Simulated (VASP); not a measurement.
# TiN (rocksalt type) (Fm-3m) in VASP: notebook, part 2 of 2

VASP 6.6.1. Earlier steps stand in the parts before.

## 3. Single point, PBE (9.01 Å³/atom)

INCAR

```
  PREC = Accurate
  ENCUT = 520
  EDIFF = 1E-6
  ISMEAR = -1
  SIGMA = 0.1
  LREAL = F
  LASPH = T
  NELM = 80
  ALGO = Normal
  ISIF = 2
  LWAVE = F
  LCHARG = F
  GGA = PE
  NBANDS = 16
```

KPOINTS

```
Automatic mesh
0
Gamma
  15 15 15
```

POSCAR

```
TiN
1.0
    0.0000000000      2.0804728265      2.0804728265
    2.0804728265      0.0000000000      2.0804728265
    2.0804728265      2.0804728265      0.0000000000
Ti N
1 1
Direct
    0.0000000000      0.0000000000      0.0000000000
    0.5000000000      0.5000000000      0.5000000000
```

Potentials or basis: VASP PAW PBE potentials, release 64 (Ti_sv, N).

Launch:

```
cat potpaw_PBE.64/Ti_sv/POTCAR potpaw_PBE.64/N/POTCAR > POTCAR
mpirun -np 1 vasp_std > vasp.out
```

It took 42 s on 1 thread of Intel Xeon 8259CL, shared host; peak memory 0.16 GiB.

Results (log left out):

```
Free energy            : -19.5798 eV
Pressure               : 20.0 GPa
Band gap on the k mesh : zero (an odd number of electrons rules out a gap without spin polarisation)
```

Levels at points of the mesh, in eV from the Fermi level:
```tsv
k point	band 6	band 7	band 8	band 9	band 10	band 11	band 12	band 13
(0.00, 0.00, 0.00)	-2.11	-2.11	-2.11	-0.66	-0.66	-0.66	0.64	0.64
```

Caveat: the cell stands under pressure.

## 4. Single point, PBE

This run uses another cell than the first one, of 9.58 Å³/atom.

INCAR

```
SYSTEM = TiN
PREC = Accurate ; ENCUT = 520
EDIFF = 1E-6 ; ISMEAR = -1
SIGMA = 0.1 ; LREAL = .FALSE.
LASPH = .TRUE. ; NELM = 80
ALGO = Normal ; ISIF = 2
LWAVE = .FALSE. ; LCHARG = .TRUE.
GGA = PE ; LELF = .TRUE.
LVHAR = .TRUE. ; NBANDS = 16
```

KPOINTS

```
Automatic mesh
0
G
  15 15 15
  0 0 0
```

POSCAR

```
TiN
1.0
    0.0000000000      2.1238284292      2.1238284292
    2.1238284292      0.0000000000      2.1238284292
    2.1238284292      2.1238284292      0.0000000000
Ti N
1 1
Direct
    0.0000000000      0.0000000000      0.0000000000
    0.5000000000      0.5000000000      0.5000000000
```

Potentials or basis: VASP PAW PBE potentials, release 64 (Ti_sv, N).

Launch:

```
cat potpaw_PBE.64/Ti_sv/POTCAR potpaw_PBE.64/N/POTCAR > POTCAR
mpirun -np 1 vasp_std > vasp.out
```

OUTCAR:

```text
SYSTEM = TiN
   PREC = Accurate
   ENCUT = 520
   EDIFF = 1E-6
   ISMEAR = -1
   LREAL = .FALSE.
   LASPH = .TRUE.
   NELM = 80
   ISIF = 2
   GGA = PE

 ion  position               nearest neighbor table
   1  0.000  0.000  0.000-   2 2.12   2 2.12   2 2.12   2 2.12   2 2.12   2 2.12
   2  0.500  0.500  0.500-   1 2.12   1 2.12   1 2.12   1 2.12   1 2.12   1 2.12

  LATTYP: Found a face centered cubic cell.
 ALAT       =     4.2476568584

  Lattice vectors:

 A1 = (   0.0000000000,   2.1238284292,   2.1238284292)
 A2 = (   2.1238284292,   0.0000000000,   2.1238284292)
 A3 = (   2.1238284292,   2.1238284292,   0.0000000000)

Analysis of symmetry for initial positions (statically):
=====================================================================
 Subroutine PRICEL returns:
 Original cell was already a primitive cell.

 Routine SETGRP: Setting up the symmetry group for a
 face centered cubic supercell.

 Subroutine GETGRP returns: Found 48 space group operations
 (whereof 48 operations were pure point group operations)
 out of a pool of 48 trial point group operations.

The static configuration has the point symmetry O_h .

Analysis of symmetry for dynamics (positions and initial velocities):
=====================================================================
 Subroutine PRICEL returns:
 Original cell was already a primitive cell.

 Routine SETGRP: Setting up the symmetry group for a
 face centered cubic supercell.

 Subroutine GETGRP returns: Found 48 space group operations
 (whereof 48 operations were pure point group operations)
 out of a pool of 48 trial point group operations.

The dynamic configuration has the point symmetry O_h .

 Subroutine INISYM returns: Found 48 space group operations
 (whereof 48 operations are pure point group operations),
 and found     1 'primitive' translations

[... 102 lines left out ...]
   POTIM  = 0.5000    time-step for ionic-motion
   TEBEG  =    0.0;   TEEND  =   0.0 temperature during run
   PSTRESS=    0.0 pullay stress
   NELECT =      17.0000    total number of electrons
   NUPDOWN=      -1.0000    fix difference up-down
   EMIN   =  10.00;   EMAX   =-10.00  energy-range for DOS
   EFERMI =   0.00;   METHOD = LEGACY
   ISMEAR =    -1;   SIGMA  =   0.10  broadening in eV -4-tet -1-fermi 0-gaus
   EFERMI_NEDOS =   21; number of points for ismear=-14 and -15
   IALGO  =     38    algorithm
   IMIX   =      4    mixing-type and parameters
     AMIX     =   0.40;   BMIX     =  1.00
     AMIX_MAG =   1.60;   BMIX_MAG =  1.00
  volume/ion in A,a.u.               =       9.58        64.65
  Fermi-wavevector in a.u.,A,eV,Ry     =   1.573119  2.972765 33.670404  2.474705
  Thomas-Fermi vector in A             =   2.674452
   LORBIT       =      0    0 simple, 1 ext, 2 COOP (PROOUT), +10 PAW based schemes
   GGA     = PE    functional components
   LHFCALC =     F    Hartree Fock is set to
   AEXX    =    0.0000 exact exchange contribution
   IVDW    =     0    specifies the selected vdW correction
   LEPSILON=     F    determine dielectric tensor
   LRPA    =     F    only Hartree local field effects (RPA)
 non-spin polarized calculation
  energy-cutoff  :      520.00
  volume of cell :       19.16
 maximum number of plane-waves:       533
   NGX = 11   NGY = 11   NGZ = 11

 number of electron      17.0000002 magnetization

 Free energy of the ion-electron system (eV)
  ---------------------------------------------------
  ext. energy  EPLUGINS =         0.00000000
  ---------------------------------------------------
  free energy    TOTEN  =       -19.65066062 eV

  energy without entropy =      -19.62235385  energy(sigma->0) =      -19.63650723

 E-fermi :  11.3811     XC(G=0): -12.9965

 val. band max:       11.3586652201   @ k =  -0.4667   0.2667   0.0667
 cond. band min:      11.4144196436   @ k =   0.1333   0.0000   0.0000
 fundamental gap:      0.0557544236
 Fermi energy:        11.3810983522

 k-point     1 :       0.0000    0.0000    0.0000
  band No.  band energies     occupation
      1     -46.4835      2.00000
      2     -22.4662      2.00000
      3     -22.4662      2.00000
      4     -22.4662      2.00000
      5      -5.6838      2.00000
      6       9.3543      2.00000
[... 433 lines left out ...]
      3     -22.5157      2.00000
      4     -22.5092      2.00000
      5      -5.0160      2.00000
      6       6.3777      2.00000
[... 8 lines left out ...]
     15      24.9048      0.00000
     16      29.4138      0.00000

 [... further k-points ...]
[... 5 lines left out ...]
  --------------------------------------------------------------------------------------
  -------------------------------------------------------------------------------------
  Total        0.0515311      0.0515311      0.0515311      0.0000000     -0.0000000      0.0000000
  in kB        4.3091534      4.3091534      4.3091534      0.0000000     -0.0000000      0.0000000
  external PRESSURE =       4.3091534 kB  Pullay stress =       0.0000000 kB

 VOLUME and BASIS-vectors are now :
 -----------------------------------------------------------------------------
  energy-cutoff  :      520.00
  volume of cell :       19.16
      direct lattice vectors                 reciprocal lattice vectors
     0.000000000  2.123828429  2.123828429    -0.235423913  0.235423913  0.235423913
     2.123828429  0.000000000  2.123828429     0.235423913 -0.235423913  0.235423913
     2.123828429  2.123828429  0.000000000     0.235423913  0.235423913 -0.235423913

 POSITION                                       TOTAL-FORCE (eV/Angst)
 -----------------------------------------------------------------------------------
      0.00000      0.00000      0.00000         0.000000      0.000000     -0.000000
      2.12383      2.12383      2.12383        -0.000000     -0.000000      0.000000
 -----------------------------------------------------------------------------------
    total drift:                                0.000000     -0.000000     -0.000000

  FREE ENERGIE OF THE ION-ELECTRON SYSTEM (eV)
  ---------------------------------------------------
  free  energy   TOTEN  =       -19.6506606180 eV

  energy  without entropy=      -19.6223538474  energy(sigma->0) =      -19.63650723
```

OSZICAR:

```text
N       E                     dE             d eps       ncg     rms          rms(c)
DAV:   1     0.134163701231E+03    0.13416E+03   -0.83205E+03  3864   0.127E+03
DAV:   2    -0.167943753046E+02   -0.15096E+03   -0.14198E+03  4208   0.349E+02
DAV:   3    -0.246295891891E+02   -0.78352E+01   -0.77705E+01  4984   0.819E+01
DAV:   4    -0.248225482622E+02   -0.19296E+00   -0.19278E+00  4648   0.121E+01
DAV:   5    -0.248265946181E+02   -0.40464E-02   -0.40463E-02  4632   0.158E+00    0.181E+01
DAV:   6    -0.200446148937E+02    0.47820E+01   -0.13055E+01  5056   0.534E+01    0.687E+00
DAV:   7    -0.196930098865E+02    0.35161E+00   -0.16856E+00  4520   0.162E+01    0.487E+00
DAV:   8    -0.199281972794E+02   -0.23519E+00   -0.11052E+00  5112   0.156E+01    0.606E+00
DAV:   9    -0.196615339665E+02    0.26666E+00   -0.36375E-01  4352   0.928E+00    0.159E+00
DAV:  10    -0.196538453576E+02    0.76886E-02   -0.33444E-02  4752   0.206E+00    0.433E-01
DAV:  11    -0.196507193477E+02    0.31260E-02   -0.47344E-03  5632   0.842E-01    0.170E-01
DAV:  12    -0.196506686640E+02    0.50684E-04   -0.39942E-04  4384   0.190E-01    0.446E-02
DAV:  13    -0.196506629573E+02    0.57066E-05   -0.57828E-05  4976   0.105E-01    0.180E-02
DAV:  14    -0.196506607781E+02    0.21792E-05   -0.63055E-06  4232   0.289E-02    0.909E-03
DAV:  15    -0.196506606180E+02    0.16007E-06   -0.11396E-06  3352   0.125E-02
   1 F= -.19650661E+02 E0= -.19636507E+02  d E =-.283068E-01
```

Wall time 56 s (1 thread of Intel Xeon 8259CL, shared host); peak memory 0.16 GiB.

What came out:

| Property | Result |
| --- | --- |
| Free energy | -19.6507 eV |
| Pressure | 0.4 GPa |
| Band gap on the k mesh | zero (an odd number of electrons rules out a gap without spin polarisation) |

## 5. Single point, PBE (9.58 Å³/atom)

This run uses another cell than the first one, of 9.58 Å³/atom.

INCAR

```
PREC     = Accurate       # precision mode
ENCUT    = 520            # plane-wave cutoff, eV
EDIFF    = 1E-6           # SCF threshold, eV
ISMEAR   = -1             # smearing method
SIGMA    = 0.1            # smearing width, eV
LREAL    = False          # projectors in reciprocal space
LASPH    = True           # aspherical terms in the spheres
NELM     = 80             # most SCF steps
ALGO     = Normal         # electronic algorithm
ISIF     = 2              # what is computed and relaxed
LWAVE    = False          # write WAVECAR
LCHARG   = True           # write CHGCAR
GGA      = PE             # functional
LELF     = True           # ELF
LVHAR    = True         
NBANDS   = 16             # bands
```

KPOINTS

```
Automatic mesh
0
Gamma
  15 15 15
```

POSCAR is that of step 4.

Launch:

```
cat potpaw_PBE.64/Ti_sv/POTCAR potpaw_PBE.64/N/POTCAR > POTCAR
mpirun -np 1 vasp_std > vasp.out
```

It took 38 s on 1 thread of Intel Xeon 8259CL, shared host; peak memory 0.16 GiB.

The run converged. Its results:

- Free energy: -19.6507 eV
- Pressure: 0.4 GPa
- Band gap on the k mesh: zero (an odd number of electrons rules out a gap without spin polarisation)

Levels at points of the mesh, in eV from the Fermi level:
```csv
k point,band 6,band 7,band 8,band 9,band 10,band 11,band 12,band 13
"(0.00, 0.00, 0.00)",-2.03,-2.03,-2.03,-0.60,-0.60,-0.60,0.59,0.59
```
